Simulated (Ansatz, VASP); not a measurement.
**BaTe: VASP beside Ansatz**

```
Ba Te
1.0
     4.26247    0.00000    0.00000
     0.00000    4.26247    0.00000
     0.00000    0.00000    4.26247
Ba Te
1 1
Cartesian
  0.0000 0.0000 0.0000
  2.1312 2.3562 2.1312
```

Change from the starting cell: one atom moved.

Alike in both runs: task single point; functional PBEsol; k mesh 6 × 6 × 6; occupations gaussian, width 0.02 eV; no spin polarisation.

|  | VASP | Ansatz |
| --- | --- | --- |
| version | VASP 6.6.1 | Ansatz 0.2.0 |
| potentials or method | VASP PAW PBE potentials, release 64 (Ba_sv, Te), cutoff 520 eV | scalar-relativistic, plane waves, PAW |
| valence electrons in the cell | 16 | 26 |

Ansatz gave:

| Property | Result |
| --- | --- |
| gap on the k mesh at the Fermi level (eV) | 0.84 |
| least direct gap on the mesh (eV) | 1.05 |
| pressure (GPa) | -1.9 |
| rms of the force components (eV/Å) | 0.101 |

Task: Estimate VASP's values.

Result: gap on the k mesh at the Fermi level (eV): 0.75; least direct gap on the mesh (eV): 0.96; pressure (GPa): -1.4; rms of the force components (eV/Å): 0.111.

VASP's potentials were made for PBE, not for PBEsol. Atom by atom the forces differ by 0.010 eV/Å (rms over components). With one functional, cell and mesh, what is left measures potentials, basis and numerics. VASP's potentials hold 16 valence electrons a cell and Ansatz's 26, so a difference there can come from the potentials and not from the codes.

Neither program's run includes spin-orbit coupling.
